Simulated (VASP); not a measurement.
# Se (Im-3m) in VASP: notebook

The runs below take Se through relaxation of cell and atoms, with PBE.

All numbers are computed with VASP 6.6.1; they aren't measurements. Logs are shortened: lines on timing, memory, paths and dates and some standing lists are left out, and cuts for length are marked.

### 1 The cell of the first run

The structure is cubic, space group Im-3m (No. 229). The conventional cell has a = 2.808 Å, b = 2.808 Å, c = 2.808 Å, α = 90.00°, β = 90.00°, γ = 90.00°. Se (site symmetry m-3m) has 14 Se at 2.43 to 2.81 Å within 3.2 Å.

### 2 Relaxation of cell and atoms, PBE

INCAR

```
PREC = Accurate ; ENCUT = 600
EDIFF = 1E-6 ; ISMEAR = 1
SIGMA = 0.1 ; LREAL = False
LASPH = True ; NELM = 100
ALGO = Normal ; ISIF = 3
LWAVE = False ; LCHARG = False
GGA = PE ; IBRION = 2
NSW = 80 ; EDIFFG = -0.01
```

KPOINTS

```
Automatic mesh
0
Gamma
  13 13 13
```

POSCAR

```
Se
1.0
   -1.4038000000      1.4038000000      1.4038000000
    1.4038000000     -1.4038000000      1.4038000000
    1.4038000000      1.4038000000     -1.4038000000
Se
1
Direct
    0.0000000000      0.0000000000      0.0000000000
```

Potentials or basis: VASP PAW PBE potentials, release 64 (Se).

The run is started by

```bash
$ cat potpaw_PBE.64/Se/POTCAR > POTCAR
$ mpirun -np 1 vasp_std > vasp.out
```

OUTCAR:

```text
PREC = Accurate
   ENCUT = 600
   EDIFF = 1E-6
   ISMEAR = 1
   LREAL = False
   LASPH = True
   NELM = 100
   ISIF = 3
   GGA = PE
   IBRION = 2
   NSW = 80
   EDIFFG = -0.01

 ion  position               nearest neighbor table
   1  0.000  0.000  0.000-

  LATTYP: Found a body centered cubic cell.
 ALAT       =     2.8076000000

  Lattice vectors:

 A1 = (  -1.4038000000,   1.4038000000,   1.4038000000)
 A2 = (   1.4038000000,  -1.4038000000,   1.4038000000)
 A3 = (   1.4038000000,   1.4038000000,  -1.4038000000)

Analysis of symmetry for initial positions (statically):
=====================================================================
 Subroutine PRICEL returns:
 Original cell was already a primitive cell.

 Routine SETGRP: Setting up the symmetry group for a
 body centered cubic supercell.

 Subroutine GETGRP returns: Found 48 space group operations
 (whereof 48 operations were pure point group operations)
 out of a pool of 48 trial point group operations.

The static configuration has the point symmetry O_h .

Analysis of symmetry for dynamics (positions and initial velocities):
=====================================================================
 Subroutine PRICEL returns:
 Original cell was already a primitive cell.

 Routine SETGRP: Setting up the symmetry group for a
 body centered cubic supercell.

 Subroutine GETGRP returns: Found 48 space group operations
 (whereof 48 operations were pure point group operations)
 out of a pool of 48 trial point group operations.

The dynamic configuration has the point symmetry O_h .

 Subroutine INISYM returns: Found 48 space group operations
 (whereof 48 operations are pure point group operations),
 and found     1 'primitive' translations

----------------------------------------------------------------------------------------

                                     Primitive cell

  volume of cell :      11.0656

  direct lattice vectors                    reciprocal lattice vectors
    -1.403800000  1.403800000  1.403800000     0.000000000  0.356176093  0.356176093
     1.403800000 -1.403800000  1.403800000     0.356176093  0.000000000  0.356176093
     1.403800000  1.403800000 -1.403800000     0.356176093  0.356176093  0.000000000

  length of vectors
     2.431452924  2.431452924  2.431452924     0.503709062  0.503709062  0.503709062

  position of ions in fractional coordinates (direct lattice)
     0.000000000  0.000000000  0.000000000

  ion indices of the primitive-cell ions
   primitive index   ion index
                 1           1

----------------------------------------------------------------------------------------

 KPOINTS: Automatic mesh

Automatic generation of k-mesh.
 Grid dimensions read from file:
 generate k-points for:   13   13   13

 Generating k-lattice:

  Cartesian coordinates                     Fractional coordinates (reciprocal lattice)
     0.000000000  0.027398161  0.027398161     0.076923077  0.000000000  0.000000000
     0.027398161  0.000000000  0.027398161     0.000000000  0.076923077  0.000000000
     0.027398161  0.027398161  0.000000000     0.000000000  0.000000000  0.076923077

  Length of vectors
     0.038746851  0.038746851  0.038746851

  Shift w.r.t. Gamma in fractional coordinates (k-lattice)
     0.000000000  0.000000000  0.000000000

 Subroutine IBZKPT returns following result:
 ===========================================

 Found     84 irreducible k-points:

 Following reciprocal coordinates:
            Coordinates               Weight
  0.000000  0.000000  0.000000      1.000000
  0.076923  0.000000  0.000000     12.000000
  0.153846  0.000000  0.000000     12.000000
  0.230769  0.000000  0.000000     12.000000
  0.307692  0.000000  0.000000     12.000000
  0.384615  0.000000  0.000000     12.000000
[... 16 lines left out ...]
  0.153846  0.076923  0.076923     24.000000
  0.230769  0.076923  0.076923     24.000000
 [... further k-points ...]
   k-points           NKPTS =     84   k-points in BZ     NKDIM =     84   number of bands    NBANDS=      7
   number of dos      NEDOS =    301   number of ions     NIONS =      1
   total plane-waves  NPLWV =   8000
   dimension x,y,z NGX =    20 NGY =   20 NGZ =   20
   dimension x,y,z NGXF=    40 NGYF=   40 NGZF=   40
   ions per type =               1
   NGX,Y,Z   is equivalent  to a cutoff of  13.67, 13.67, 13.67 a.u.
   NGXF,Y,Z  is equivalent  to a cutoff of  27.35, 27.35, 27.35 a.u.
 SYSTEM =  unknown system
   PREC   = accura    normal or accurate (medium, high low for compatibility)
   ISTART =      0    job   : 0-new  1-cont  2-samecut
   ICHARG =      2    charge: 1-file 2-atom 10-const
   ISPIN  =      1    spin polarized calculation?
   LNONCOLLINEAR =      F non collinear calculations
   LSORBIT =      F    spin-orbit coupling
   LASPH  =      T    aspherical Exc in radial PAW
   ENCUT  =  600.0 eV  44.10 Ry    6.64 a.u.   4.86  4.86  4.86*2*pi/ulx,y,z
   NELM   =    100;   NELMIN=  2; NELMDL= -5     # of ELM steps
   EDIFF  = 0.1E-05   stopping-criterion for ELM
   LREAL  =      F    real-space projection
   EDIFFG = -.1E-01   stopping-criterion for IOM
   NSW    =     80    number of steps for IOM
   IBRION =      2    ionic relax: 0-MD 1-quasi-New 2-CG
   NFREE  =      1    steps in history (QN), initial steepest desc. (CG)
   ISIF   =      3    stress and relaxation
   ISYM   =      2    0-nonsym 1-usesym 2-fastsym
   POTIM  = 0.5000    time-step for ionic-motion
   TEBEG  =    0.0;   TEEND  =   0.0 temperature during run
   PSTRESS=    0.0 pullay stress
   NELECT =       6.0000    total number of electrons
   NUPDOWN=      -1.0000    fix difference up-down
   EMIN   =  10.00;   EMAX   =-10.00  energy-range for DOS
   EFERMI =   0.00;   METHOD = LEGACY
   ISMEAR =     1;   SIGMA  =   0.10  broadening in eV -4-tet -1-fermi 0-gaus
   EFERMI_NEDOS =   21; number of points for ismear=-14 and -15
   IALGO  =     38    algorithm
   IMIX   =      4    mixing-type and parameters
     AMIX     =   0.40;   BMIX     =  1.00
     AMIX_MAG =   1.60;   BMIX_MAG =  1.00
  volume/ion in A,a.u.               =      11.07        74.67
  Fermi-wavevector in a.u.,A,eV,Ry     =   1.334955  2.522699 24.247014  1.782105
  Thomas-Fermi vector in A             =   2.463697
   LORBIT       =      0    0 simple, 1 ext, 2 COOP (PROOUT), +10 PAW based schemes
   GGA     = PE    functional components
   LHFCALC =     F    Hartree Fock is set to
   AEXX    =    0.0000 exact exchange contribution
   IVDW    =     0    specifies the selected vdW correction
   LEPSILON=     F    determine dielectric tensor
   LRPA    =     F    only Hartree local field effects (RPA)
 conjugate gradient relaxation of ions
 non-spin polarized calculation
 Methfessel and Paxton  Order N= 1 SIGMA  =   0.10
  energy-cutoff  :      600.00
  volume of cell :       11.07
 maximum number of plane-waves:       382
   NGX =  9   NGY =  9   NGZ =  9

--------------------------------------- Ionic step        1  -------------------------------------------

 number of electron       6.0000001 magnetization

 Free energy of the ion-electron system (eV)
  ---------------------------------------------------
  ext. energy  EPLUGINS =         0.00000000
  ---------------------------------------------------
  free energy    TOTEN  =        -0.02341364 eV

  energy without entropy =       -0.02249507  energy(sigma->0) =       -0.02310745

 E-fermi :  15.3352     XC(G=0): -13.5708

 val. band max:       15.3301001631   @ k =  -0.3846   0.4615   0.2308
 cond. band min:      15.3656635763   @ k =  -0.4615  -0.4615   0.2308
 fundamental gap:      0.0355634131
 Fermi energy:        15.3351621627

 k-point     1 :       0.0000    0.0000    0.0000
  band No.  band energies     occupation
      1      -8.6634      2.00000
      2      23.0001      0.00000
      3      23.0001      0.00000
      4      23.0001      0.00000
      5      29.4068      0.00000
      6      29.4068      0.00000
      7      29.4068      0.00000
[... 221 lines left out ...]
 k-point    24 :       0.2308    0.0769    0.0769
  band No.  band energies     occupation
      1      -4.6430      2.00000
      2       9.8074      2.00000
      3      14.8680      2.00000
      4      16.8322     -0.00000
      5      27.7557      0.00000
      6      27.8123      0.00000
      7      33.8779      0.00000

 [... further k-points ...]
[... 5 lines left out ...]
  --------------------------------------------------------------------------------------
  -------------------------------------------------------------------------------------
  Total       11.9171873     11.9171873     11.9171873      0.0000000      0.0000000     -0.0000000
  in kB     1725.4748874   1725.4748874   1725.4748874      0.0000000      0.0000000     -0.0000000
  external PRESSURE =    1725.4748874 kB  Pullay stress =       0.0000000 kB
[... 20 lines left out ...]
  energy  without entropy=       -0.0224950689  energy(sigma->0) =       -0.02310745

--------------------------------------- Ionic step        2  -------------------------------------------

 number of electron       6.0000011 magnetization

 E-fermi :  -1.1911     XC(G=0):  -7.3482

 val. band max:       -1.2134864833   @ k =   0.3077   0.0769   0.0000
 cond. band min:      -1.1801793231   @ k =   0.3077   0.3077   0.0769
 fundamental gap:      0.0333071602
 Fermi energy:        -1.1911114964

 k-point     1 :       0.0000    0.0000    0.0000
  band No.  band energies     occupation
      1     -13.2384      2.00000
      2      -0.4682     -0.00000
      3      -0.4682     -0.00000
      4      -0.4682     -0.00000
      5       4.4726      0.00000
      6       9.8376      0.00000
      7       9.8376      0.00000
[... 221 lines left out ...]
 k-point    24 :       0.2308    0.0769    0.0769
  band No.  band energies     occupation
      1     -12.8133      2.00000
      2      -2.7041      2.00000
      3      -1.1652      0.57736
      4      -0.7355     -0.00000
      5       6.5605      0.00000
      6       8.0591      0.00000
      7       8.7794      0.00000

 [... further k-points ...]
[... 5 lines left out ...]
  --------------------------------------------------------------------------------------
  -------------------------------------------------------------------------------------
  Total       -2.2044199     -2.2044199     -2.2044199      0.0000000      0.0000000     -0.0000000
  in kB      -81.7064617    -81.7064617    -81.7064617      0.0000000      0.0000000     -0.0000000
  external PRESSURE =     -81.7064617 kB  Pullay stress =       0.0000000 kB
[... 20 lines left out ...]
  energy  without entropy=       -1.6171364497  energy(sigma->0) =       -1.61731883

--------------------------------------- Ionic step        3  -------------------------------------------

 number of electron       5.9999998 magnetization

 E-fermi :   4.8333     XC(G=0): -10.3199

 val. band max:        4.8150197812   @ k =   0.4615   0.0000   0.0000
 cond. band min:       4.8593587298   @ k =  -0.2308   0.3077   0.0769
 fundamental gap:      0.0443389486
 Fermi energy:         4.8332838859

 k-point     1 :       0.0000    0.0000    0.0000
  band No.  band energies     occupation
      1     -10.8131      2.00000
      2       7.4642      0.00000
      3       7.4642      0.00000
      4       7.4642      0.00000
      5      15.1728      0.00000
      6      17.0571      0.00000
      7      17.0571      0.00000
[... 221 lines left out ...]
 k-point    24 :       0.2308    0.0769    0.0769
  band No.  band energies     occupation
      1      -8.9349      2.00000
      2       1.2663      2.00000
      3       4.7873      1.69482
      4       6.0746     -0.00000
      5      14.0843      0.00000
      6      14.6810      0.00000
      7      19.4270      0.00000

 [... further k-points ...]
[... 5 lines left out ...]
  --------------------------------------------------------------------------------------
  -------------------------------------------------------------------------------------
  Total       -0.5246910     -0.5246910     -0.5246910     -0.0000000     -0.0000000      0.0000000
  in kB      -38.9638975    -38.9638975    -38.9638975     -0.0000000     -0.0000000      0.0000000
  external PRESSURE =     -38.9638975 kB  Pullay stress =       0.0000000 kB
[... 160 lines left out ...]
  energy  without entropy=       -2.9205075271  energy(sigma->0) =       -2.92092276

--------------------------------------- Ionic step        8  -------------------------------------------

 number of electron       6.0000003 magnetization

 Free energy of the ion-electron system (eV)
  ---------------------------------------------------
  ext. energy  EPLUGINS =         0.00000000
  ---------------------------------------------------
  free energy    TOTEN  =        -2.92114231 eV

  energy without entropy =       -2.92051879  energy(sigma->0) =       -2.92093447

 E-fermi :   5.5564     XC(G=0): -10.5991

 val. band max:        5.5103395947   @ k =  -0.3846   0.3846   0.0769
 cond. band min:       5.5743515569   @ k =   0.4615   0.0000   0.0000
 fundamental gap:      0.0640119622
 Fermi energy:         5.5563688752

 k-point     1 :       0.0000    0.0000    0.0000
  band No.  band energies     occupation
      1     -10.6084      2.00000
      2       8.4846      0.00000
      3       8.4846      0.00000
      4       8.4846      0.00000
      5      16.6649      0.00000
      6      17.9163      0.00000
      7      17.9163      0.00000
[... 221 lines left out ...]
 k-point    24 :       0.2308    0.0769    0.0769
  band No.  band energies     occupation
      1      -8.5497      2.00000
      2       1.8110      2.00000
      3       5.4952      1.85036
      4       6.8823     -0.00000
      5      14.9933      0.00000
      6      15.5234      0.00000
      7      20.7174      0.00000

 [... further k-points ...]
[... 5 lines left out ...]
  --------------------------------------------------------------------------------------
  -------------------------------------------------------------------------------------
  Total        0.0006118      0.0006118      0.0006118     -0.0000000      0.0000000     -0.0000000
  in kB        0.0482671      0.0482671      0.0482671     -0.0000000      0.0000000     -0.0000000
  external PRESSURE =       0.0482671 kB  Pullay stress =       0.0000000 kB
[... 16 lines left out ...]
  FREE ENERGIE OF THE ION-ELECTRON SYSTEM (eV)
  ---------------------------------------------------
  free  energy   TOTEN  =        -2.9211423148 eV

  energy  without entropy=       -2.9205187927  energy(sigma->0) =       -2.92093447

 reached required accuracy - stopping structural energy minimisation
```

Wall time 66 s (1 thread of Intel Xeon 8259CL, shared host); peak memory 0.13 GiB.

Results:

```yaml
Free_energy: -2.9211 eV
Relaxed_volume: 20.31 Å³/atom
Relaxed_cell: a = 2.977 Å, b = 2.977 Å, c = 2.977 Å, α = 109.47°, β = 109.47°, γ = 109.47°
Space_group_after_relaxing_to_0.05_Å: Im-3m (No. 229)
Energy_gained_by_relaxing: 2897.7 meV/atom
Ionic_steps: 8
Pressure_after_relaxing: 0.0 GPa
Band_gap_on_the_k_mesh: zero (band 3 reaches 8.48 eV, above the bottom of band 4 at 2.26 eV)
```

The path:
```csv
step,energy change (eV),largest force (eV/Å),pressure (GPa),volume (Å³)
1,0.0000,0.0000,172.55,11.07
2,-1.5940,0.0000,-8.17,43.23
3,-2.8814,0.0000,-3.90,21.58
4,-2.8921,0.0000,-2.40,21.03
5,-2.8977,0.0000,0.16,20.26
6,-2.8974,0.0000,-0.64,20.49
7,-2.8977,0.0000,0.12,20.27
8,-2.8977,0.0000,0.00,20.31
```

Final structure:
```yaml
crystal:
  lattice:
    - [-1.71870, 1.71870, 1.71870]
    - [1.71870, -1.71870, 1.71870]
    - [1.71870, 1.71870, -1.71870]
  atoms:
    - { symbol: Se, position: [0.00000, 0.00000, 0.00000] }
```

Caveat: the volume moved by over 15 % at a fixed basis, so the end points are rough; the volume moved by +84 % from the deposited cell, more than functionals usually miss.

### 3 Relaxation of cell and atoms, PBE, target pressure 2 GPa, at which the enthalpy is minimised

INCAR

```
PREC = Accurate ; ENCUT = 600
EDIFF = 1E-7 ; ISMEAR = 1
SIGMA = 0.1 ; LREAL = False
LASPH = True ; NELM = 100
ALGO = Normal ; ISIF = 3
LWAVE = False ; LCHARG = False
GGA = PE ; IBRION = 2
NSW = 80 ; EDIFFG = -0.01
PSTRESS = 20.0
```

KPOINTS

```
regular mesh
0
Gamma
  13 13 13
```

POSCAR is that of step 2.

Potentials or basis: VASP PAW PBE potentials, release 64 (Se).

The run is started by

```bash
$ cat potpaw_PBE.64/Se/POTCAR > POTCAR
$ mpirun -np 1 vasp_std > vasp.out
```

Run time: 71 s. Hardware: 1 thread of Intel Xeon 8259CL, shared host; peak memory 0.13 GiB.

It converged, with:

```
Free energy                                            : -2.9180 eV
Relaxed volume                                         : 19.79 Å³/atom
Relaxed cell                                           : a = 2.951 Å, b = 2.951 Å, c = 2.951 Å, α = 109.47°, β = 109.47°, γ = 109.47°
Space group after relaxing (to 0.05 Å)                 : Im-3m (No. 229)
Energy change on relaxing (the enthalpy is what falls) : -2894.6 meV/atom
Ionic steps                                            : 8
Pressure after relaxing                                : 2.0 GPa
Band gap on the k mesh                                 : zero (band 3 reaches 8.94 eV, above the bottom of band 4 at 2.45 eV)
```

Step by step:
```
step  energy change (eV)  largest force (eV/Å)  pressure (GPa)  volume (Å³)
   1              0.0000                0.0000          172.55        11.07
   2             -1.6220                0.0000           -8.31        42.68
   3             -2.8886                0.0000           -3.00        21.24
   4             -2.8969                0.0000           -0.97        20.58
   5             -2.8940                0.0000            2.20        19.74
   6             -2.8963                0.0000            1.35        19.95
   7             -2.8940                0.0000            2.18        19.75
   8             -2.8946                0.0000            2.00        19.79
```

Final structure:
```yaml
crystal:
  lattice:
    - [-1.70399, 1.70399, 1.70399]
    - [1.70399, -1.70399, 1.70399]
    - [1.70399, 1.70399, -1.70399]
  atoms:
    - { symbol: Se, position: [0.00000, 0.00000, 0.00000] }
```

Levels at points of the mesh, in eV from the Fermi level:
| k point | band 1 | band 2 | band 3 | band 4 | band 5 | band 6 | band 7 |
| --- | --- | --- | --- | --- | --- | --- | --- |
| (0.00, 0.00, 0.00) | -16.40 | 3.06 | 3.06 | 3.06 | 11.46 | 12.42 | 12.42 |

Caveat: the cell is relaxed towards a set pressure, so the enthalpy falls and the energy may rise; the volume moved by over 15 % at a fixed basis, so the end points are rough.
